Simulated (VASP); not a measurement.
Wanted: the native input for a VASP 6.6.1 run.

- Task: single point
- Functional: PBE
- Potentials or basis: VASP PAW PBE potentials, release 64 (Pb_d, F)
- Cutoff: 520 eV
- k mesh: 8 × 8 × 8
- Occupations: gaussian, width 0.05 eV
- Spin: no spin polarisation
- Dipole correction: no
- Further INCAR settings: ALGO = Normal; EDIFF = 1e-07; NBANDS = 21

The structure of PbF2 lies in POSCAR:

```
PbF2
1.0
    0.0259861875      2.9698500000      2.9698500000
    2.9958361875      0.0000000000      2.9958361875
    2.9698500000      2.9698500000      0.0259861875
Pb F
1 2
Direct
    0.0000000000      0.0000000000      0.0000000000
    0.2500000000      0.2500000000      0.2500000000
    0.7500000000      0.7500000000      0.7500000000
```

This cell differs from its parent crystal: strain +0.0175 x Voigt [0, 0, 0, 0, 1, 0].

These files were run (other wordings do the same):

INCAR

```
SYSTEM = PbF2
ALGO = Normal ; EDIFF = 1E-7
ENCUT = 520 ; GGA = PE
ISIF = 2 ; ISMEAR = 0
LASPH = .True. ; LCHARG = .False.
LREAL = .False. ; LWAVE = .False.
NBANDS = 21 ; NELM = 60
PREC = Accurate ; SIGMA = 0.05
```

KPOINTS

```
k-points
0
Gamma
  8 8 8
  0 0 0
```

Potentials or basis: VASP PAW PBE potentials, release 64 (Pb_d, F).

Run with:

```console
$ cat potpaw_PBE.64/Pb_d/POTCAR potpaw_PBE.64/F/POTCAR > POTCAR
$ mpirun -np 1 vasp_std > vasp.out
```

Results of the run:

```
Pressure               : 2.0 GPa
Largest force          : 0.050 eV/Å
Band gap on the k mesh : 4.41 eV, indirect (least direct gap 4.56 eV)
```

Caveat: the cell differs from its parent crystal (strain +0.0175 x Voigt [0, 0, 0, 0, 1, 0]); spin-orbit coupling is left out, which moves the levels of the heavy elements.

Run time: 42 s on 1 thread of AMD EPYC 9R45 96-Core Processor (Zen 5), with other jobs on the host, peak memory 0.21 GiB.
